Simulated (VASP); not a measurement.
Set up this calculation in VASP 6.6.1, as the native input.

```yaml
Task: single point
Functional: PBE
Potentials_or_basis: VASP PAW PBE potentials, release 64 (C)
Cutoff: 520 eV
k_mesh: 12 × 12 × 12
Occupations: gaussian, width 0.05 eV
Spin: no spin polarisation
Dipole_correction: no
Further_INCAR_settings: ALGO = Normal; EDIFF = 1e-06; NBANDS = 11
```

The structure of C lies in POSCAR:

```
C
1.0
    0.0000000000      1.7857375322      1.7857375322
    1.7857375322      0.0000000000      1.7857375322
    1.7857375322      1.7857375322      0.0000000000
C
2
Direct
    0.5000000000      0.5000000000      0.5000000000
    0.7500000000      0.7500000000      0.7500000000
```

One way to write it, as run:

INCAR

```
SYSTEM = C
ALGO     = Normal         ! electronic algorithm
EDIFF    = 1E-6           ! SCF threshold, eV
ENCUT    = 520            ! plane-wave cutoff, eV
GGA      = PE             ! functional
ISIF     = 2              ! what is computed and relaxed
ISMEAR   = 0              ! smearing method
LASPH    = .True.         ! aspherical terms in the spheres
LCHARG   = .True.         ! write CHGCAR
LELF     = .True.         ! ELF
LREAL    = .False.        ! projectors in reciprocal space
LVHAR    = .True.       
LWAVE    = .False.        ! write WAVECAR
NBANDS   = 11             ! bands
NELM     = 80             ! most SCF steps
PREC     = Accurate       ! precision mode
SIGMA    = 0.05           ! smearing width, eV
```

KPOINTS

```
k-points
0
Gamma
  12 12 12
  0 0 0
```

Potentials or basis: VASP PAW PBE potentials, release 64 (C).

Command:

```sh
$ cat potpaw_PBE.64/C/POTCAR > POTCAR
$ mpirun -np 1 vasp_std > vasp.out
```

Results of the run:

* Pressure: 0.7 GPa
* Band gap on the k mesh: 4.14 eV, indirect (least direct gap 5.58 eV)

Wall time 11 s on 1 thread of Intel(R) Xeon(R) Platinum 8259CL CPU @ 2.50GHz (Skylake/Cascade Lake) (shared host), peak memory 0.12 GiB.
